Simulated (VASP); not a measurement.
Wanted: the native input for a VASP 6.6.1 run.

| Quantity | Value |
| --- | --- |
| Task | single point |
| Functional | PBE |
| Potentials or basis | VASP PAW PBE potentials, release 64 (Sn_d, Se) |
| Cutoff | 520 eV |
| k mesh | 12 × 12 × 12 |
| Occupations | fermi-dirac, width 0.1 eV |
| Spin | no spin polarisation |
| Dipole correction | no |
| Further INCAR settings | ALGO = Normal; EDIFF = 1e-06; NBANDS = 17 |

The structure of SnSe (zincblende type) lies in POSCAR:

```
SnSe
1.0
    0.0000000000      3.1409260343      3.1409260343
    3.1409260343      0.0000000000      3.1409260343
    3.1409260343      3.1409260343      0.0000000000
Sn Se
1 1
Direct
    0.0000000000      0.0000000000      0.0000000000
    0.2500000000      0.2500000000      0.2500000000
```

One way to write it, as run:

INCAR

```
ALGO = Normal ; EDIFF = 1E-6
ENCUT = 520 ; GGA = PE
ISIF = 2 ; ISMEAR = -1
LASPH = True ; LCHARG = False
LREAL = False ; LWAVE = False
NBANDS = 17 ; NELM = 100
PREC = Accurate ; SIGMA = 0.1
```

KPOINTS

```
k-points
0
Gamma
  12 12 12
```

Potentials or basis: VASP PAW PBE potentials, release 64 (Sn_d, Se).

The run is started by

```sh
$ cat potpaw_PBE.64/Sn_d/POTCAR potpaw_PBE.64/Se/POTCAR > POTCAR
$ mpirun -np 1 vasp_std > vasp.out
```

It gave:

```json
{"Pressure": "10.0 GPa", "Band gap on the k mesh": "zero (bands 10 and 11 overlap by 0.87 eV)"}
```

Caveat: the cell stands under pressure; spin-orbit coupling is left out, which moves the levels of the heavy elements.

Run time: 99 s on 1 thread of Intel Xeon 8259CL, with other jobs on the host, peak memory 0.25 GiB.
